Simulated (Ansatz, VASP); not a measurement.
One calculation of Al, two programs

```
Al
1.0
     2.83293    0.00000    0.00000
    -1.41647    2.45339    0.00000
     0.00000    0.00000    4.59567
Al
2
Direct
  0.33333 0.66667 0.25000
  0.66667 0.33333 0.75000
```

Change from the starting cell: functional lda, volume scaled by 0.96, PAW files.

Alike in both runs: task electric field gradients; functional LDA; k mesh 18 × 18 × 10; occupations fermi-dirac, width 0.03 eV; no spin polarisation.

```csv
,VASP,Ansatz
version,VASP 6.6.1,Ansatz 0.2.0
potentials or method,"VASP PAW LDA potentials, release 64 (Al)","PAW with Ansatz's default frozen-core files, scalar-relativistic"
plane-wave cutoff (eV),520,420
valence electrons in the cell,6,6
```

Ansatz gave:

| Quantity | Value |
| --- | --- |
| pressure (GPa) | -0.2 |
| size of Vzz on the site where it differs most (V/Å²) | 0.9 |

Question: Estimate VASP's values.

Answer: Pressure (GPa): -0.1; size of Vzz on the site where it differs most (V/Å²): 1.0.

LDA's correlation is that of Perdew and Zunger in VASP and of Perdew and Wang (1992) in Ansatz.
